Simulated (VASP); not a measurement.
PbSe, 4 atoms in the cell. The cell holds a slab with vacuum, 4 atoms: a = 4.415 Å, b = 4.415 Å, c = 12.399 Å, α = 100.23°, β = 100.23°, γ = 90.13°. 

```yaml
Program: VASP 6.6.1
Task: single point
Functional: LDA
Potentials_or_basis: VASP PAW LDA potentials, release 64 (Pb_d, Se)
Cutoff: 520 eV
k_mesh: 6 × 6 × 3
Occupations: fermi-dirac, width 0.05 eV
Spin: no spin polarisation
Dipole_correction: no
Further_INCAR_settings: ALGO = Normal; EDIFF = 1e-06; NBANDS = 28
```

Potentials or basis: VASP PAW LDA potentials, release 64 (Pb_d, Se).

Launch:

```console
$ cat potpaw_LDA.64/Pb_d/POTCAR potpaw_LDA.64/Se/POTCAR > POTCAR
$ mpirun -np 1 vasp_std > vasp.out
```

Hardware: 1 thread of AMD EPYC 7R13 Processor (Zen 3), with other jobs on the host.

Question: Estimate the wall time of this run.

Answer: It took 4.8 min on 1 thread of AMD EPYC 7R13 Processor (Zen 3), on a shared host, peak memory 0.45 GiB. Counts: scf iterations 17, k points 56.
